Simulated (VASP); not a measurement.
The system is CaPbCl6.

```
Ca Pb Cl
1.0
     0.00000    4.95067    4.95067
     4.95067    0.00000    4.95067
     4.95067    4.95067    0.00000
Ca Pb Cl
1 1 6
Direct
  0.50000 0.50000 0.50000
  0.00000 0.00000 0.00000
  0.74762 0.25238 0.25238
  0.25238 0.74762 0.74762
  0.25238 0.74762 0.25238
  0.74762 0.25238 0.74762
  0.25238 0.25238 0.74762
  0.74762 0.74762 0.25238
```

* Program: VASP 6.6.1
* Task: relaxation of cell and atoms
* Functional: PBEsol
* Potentials or basis: VASP PAW PBE potentials, release 64 (Ca_sv, Pb_d, Cl)
* Cutoff: 600 eV
* k mesh: 4 × 4 × 4
* Occupations: fermi-dirac, width 0.03 eV
* Spin: no spin polarisation

At the start: pressure 6.0 GPa; volume 30.33 Å³/atom.

Problem. Where does the relaxation end?

Solution. Over 7 steps the energy falls by 125.1 meV/atom and the volume is 35.83 Å³/atom (+18.1 %); space group Fm-3m (No. 225, to 0.1 Å) before and after.

Step by step:
| step | energy change (eV) | largest force (eV/Å) | pressure (GPa) | volume (Å³) |
| --- | --- | --- | --- | --- |
| 1 | 0.0000 | 1.1990 | 6.00 | 242.67 |
| 2 | -0.9161 | 0.5545 | -0.31 | 284.76 |
| 3 | -0.9207 | 0.5272 | -0.63 | 288.40 |
| 4 | -0.9912 | 0.1848 | -0.06 | 285.10 |
| 5 | -0.9981 | 0.0259 | 0.24 | 283.74 |
| 6 | -1.0005 | 0.0074 | 0.06 | 285.86 |
| 7 | -1.0006 | 0.0016 | -0.01 | 286.62 |

Final structure:
```xyz
8
Lattice="0.0000 5.2331 5.2331 5.2331 0.0000 5.2331 5.2331 5.2331 0.0000" Properties=species:S:1:pos:R:3 pbc="T T T"
Ca    5.2331    5.2331    5.2331
Pb    0.0000    0.0000    0.0000
Cl    2.5291    5.2331    5.2331
Cl    7.9372    5.2331    5.2331
Cl    5.2331    2.5291    5.2331
Cl    5.2331    7.9372    5.2331
Cl    5.2331    5.2331    2.5291
Cl    5.2331    5.2331    7.9372
```

Caveat: the volume moved by over 15 % at a fixed basis, so the end points are rough; the PAW data sets were made with another functional, which shifts forces and pressure a little.
